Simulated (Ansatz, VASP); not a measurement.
## Two plane-wave programs on YbSn2Bi2

```xyz
5
Lattice="2.4628 4.2657 0.0000 -2.4628 4.2657 0.0000 0.0000 0.0000 8.3157" Properties=species:S:1:pos:R:3 pbc="T T T"
Yb    0.0000    0.0000    0.0000
Sn   -0.0002    2.8440    6.1664
Sn    0.0002    5.6875    2.1493
Bi   -0.0002    2.8440    3.0602
Bi    0.0002    5.6875    5.2555
```

Alike in both runs: task single point; functional r2SCAN; k mesh 6 × 6 × 3; occupations gaussian, width 0.2191 eV; no spin polarisation.

|  | VASP | Ansatz |
| --- | --- | --- |
| version | VASP 6.6.1 | Ansatz 0.2.0 |
| potentials or method | VASP PAW PBE potentials, release 64 (Yb, Sn_d, Bi_d), cutoff 520 eV | PAW plane waves |
| valence electrons in the cell | 82 | 82 |

Ansatz gave:

```
pressure (GPa)                                                : 1.4
traceless stress, the component that is largest in VASP (GPa) : -0.85
rms of the force components (eV/Å)                            : 0.513
```

Task: What did VASP give for the same quantities?

Result: Pressure (GPa): 1.3; traceless stress, the component that is largest in VASP (GPa): -0.84; rms of the force components (eV/Å): 0.523.

VASP's potentials were made for PBE, not for r2SCAN. Atom by atom the forces differ by 0.010 eV/Å (rms over components). Ansatz's warnings: structure snapped to symmetry.

Neither program's run includes spin-orbit coupling.
